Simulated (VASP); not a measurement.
Write the native input for VASP 6.6.1 that does the following.

* Task: single point
* Functional: PBE
* Dispersion: D3(BJ)
* Potentials or basis: VASP PAW PBE potentials, release 64 (Si, Ge_d)
* Cutoff: 520 eV
* k mesh: 2 × 2 × 2
* Occupations: gaussian, width 0.02 eV
* Spin: no spin polarisation
* Dipole correction: no
* Further INCAR settings: LREAL = Auto; ALGO = Normal; EDIFF = 1e-06; NBANDS = 53

The structure of Si16Ge (a cell with a defect) lies in POSCAR:

```
Si16Ge
1.0
    0.0000000000      5.4300000000      5.4300000000
    5.4300000000      0.0000000000      5.4300000000
    5.4300000000      5.4300000000      0.0000000000
Si Ge
16 1
Direct
   -0.0022651013      0.0168452118     -0.0120781768
    0.1090781768      0.1278597606      0.1355232965
   -0.0313324125      0.0125563536      0.5070023941
    0.1132420810      0.1572507366      0.6165474217
   -0.0027929098      0.4979098527     -0.0107971455
    0.1463623389      0.6471656538      0.0603264273
    0.0201812155      0.5212290976      0.4386031308
    0.1130001842      0.6131948435      0.6177357274
    0.4785880295     -0.0214852670      0.0646232044
    0.6277859116      0.1278140884      0.1356507366
    0.5120029466      0.0125318600      0.5071228361
    0.6047770718      0.1044527624      0.6863284530
    0.5158826888      0.4978640884     -0.0106696133
    0.6272581952      0.6088464088      0.1369311234
    0.5117601289      0.4684151934      0.5083122468
    0.6562741252      0.6131702578      0.6178564457
    0.3125246777      0.8128860037      0.5623294659
```

The input as run:

INCAR

```
SYSTEM = Si16Ge
ALGO = Normal
EDIFF = 1E-6
ENCUT = 520
GGA = PE
ISIF = 2
ISMEAR = 0
IVDW = 12
LASPH = .TRUE.
LCHARG = .FALSE.
LREAL = Auto
LWAVE = .FALSE.
NBANDS = 53
NELM = 100
PREC = Accurate
SIGMA = 0.02
```

KPOINTS

```
k-points
0
G
  2 2 2
  0 0 0
```

Potentials or basis: VASP PAW PBE potentials, release 64 (Si, Ge_d).

The run is started by

```bash
$ cat potpaw_PBE.64/Si/POTCAR potpaw_PBE.64/Ge_d/POTCAR > POTCAR
$ mpirun -np 1 vasp_std > vasp.out
```

Results of the run:

The pressure is 2.9 GPa, the largest force is 0.043 eV/Å and the band gap on the k mesh is 0.10 eV. The dispersion energy per atom is -0.333 eV.

Caveat: the k points lie up to 0.50 Å⁻¹ apart.

Run time: 2.3 min on 1 thread of AMD EPYC 9R45 96-Core Processor (Zen 5) (shared host), peak memory 0.45 GiB.
